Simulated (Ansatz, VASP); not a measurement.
## LiF in VASP and in Ansatz

POSCAR

```
LiF
1.0
    0.0000000000      2.0417135700      2.0417135700
    2.0417135700      0.0000000000      2.0417135700
    2.0417135700      2.0417135700      0.0000000000
Li F
1 1
Direct
    0.0000000000      0.0000000000      0.0000000000
    0.5000000000      0.5000000000      0.5000000000
```

INCAR.step1

```
SYSTEM = LiF
  PREC = Accurate
  ENCUT = 600
  ISMEAR = 0
  SIGMA = 0.02
  LREAL = .FALSE.
  LASPH = .TRUE.
  NELM = 100
  GGA = PE
  ALGO = Normal
  EDIFF = 1E-4
  LWAVE = .TRUE.
  LCHARG = .FALSE.
```

The input INCAR.step2:

```
SYSTEM = LiF
  PREC = Accurate
  ENCUT = 600
  EDIFF = 1E-6
  ISMEAR = 0
  SIGMA = 0.02
  LREAL = .FALSE.
  LASPH = .TRUE.
  NELM = 100
  ALGO = Normal
  ISIF = 3
  LWAVE = .FALSE.
  LCHARG = .FALSE.
  METAGGA = R2SCAN
  LMIXTAU = .TRUE.
  IBRION = 2
  NSW = 100
  EDIFFG = -0.002
  ISTART = 1
```

Contents of KPOINTS:

```
Automatic mesh
0
G
  10 10 10
  0 0 0
```

Input for Ansatz:

```yaml
crystal:
  lattice:
    - [0.0, 2.04171357, 2.04171357]
    - [2.04171357, 0.0, 2.04171357]
    - [2.04171357, 2.04171357, 0.0]
  atoms:
    - { symbol: Li, position: [0.0, 0.0, 0.0] }
    - { symbol: F, position: [0.5, 0.5, 0.5] }
basis:
  ecutwfc: 500
kpoints:
  mp_grid: { grid: [10, 10, 10] }
hamiltonian:
  xc: r2scan
  pseudopotentials: { kind: paw, azcp: { folder: soft_1 } }
scf:
  occupations: { method: gaussian, width: 0.02 }
output:
  forces: true
  stress: true
  eigenvalues: true
  write_density: true
  write_potential: true
  elf: true
  volumetric_format: npy
relax:
  adjacent_minimum: "off"
  f_tol: 0.002
  max_steps: 80
  cell: { stress_tol: 0.02 }
```

Alike in both runs: task relaxation of cell and atoms; functional r2SCAN; k mesh 10 × 10 × 10; occupations gaussian, width 0.02 eV; no spin polarisation.

```csv
,VASP,Ansatz
version,VASP 6.6.1,Ansatz 0.2.0
potentials or method,"VASP PAW PBE potentials, release 64 (Li_sv, F), cutoff 600 eV","scalar-relativistic, plane waves, PAW"
valence electrons in the cell,10,10
```

```csv
,VASP,Ansatz,Ansatz less VASP
"gap on the k mesh at the Fermi level, each at its own relaxed structure (eV)",10.68,10.34,-0.339
relaxed volume (Å³/atom),7.84,7.94,+0.099
relaxed cell length with the largest relative difference (Å),2.809,2.821,+0.0118
```

VASP's potentials were made for PBE, not for r2SCAN.

Noted on VASP's run: the cutoff is short for stress, so the pressure is rough.
